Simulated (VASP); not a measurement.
The system is SiC.

```xyz
2
Lattice="0.0174 2.1737 2.1737 2.1737 0.0174 2.1737 2.1737 2.1737 0.0174" Properties=species:S:1:pos:R:3 pbc="T T T"
Si    0.0016    0.0016    0.0016
C     1.0896    1.0896    1.0896
```

This cell differs from its parent crystal: epitaxial 111 strain -1.0%.

Base run:

```yaml
Program: VASP 6.6.1
Functional: PBE
Potentials_or_basis: VASP PAW PBE potentials, release 64 (Si, C)
Cutoff: 520 eV
k_mesh: 10 × 10 × 10
Occupations: fermi-dirac, width 0.02 eV
Spin: no spin polarisation
```

Its results: band gap on the k mesh 1.29 eV (least direct gap 4.48 eV); pressure 7.8 GPa.

Question: The run is repeated on the same cell with these changes: functional from PBE to r2SCAN; occupations from fermi-dirac, width 0.02 eV to gaussian, width 0.01 eV. What comes out?

Answer: Band gap on the k mesh 1.67 eV (least direct gap 5.00 eV); pressure 4.1 GPa.

Caveats: the cell stands under pressure; the PAW data sets were made with another functional, which shifts forces and pressure a little (at least some runs).

A k mesh can miss the band edges.
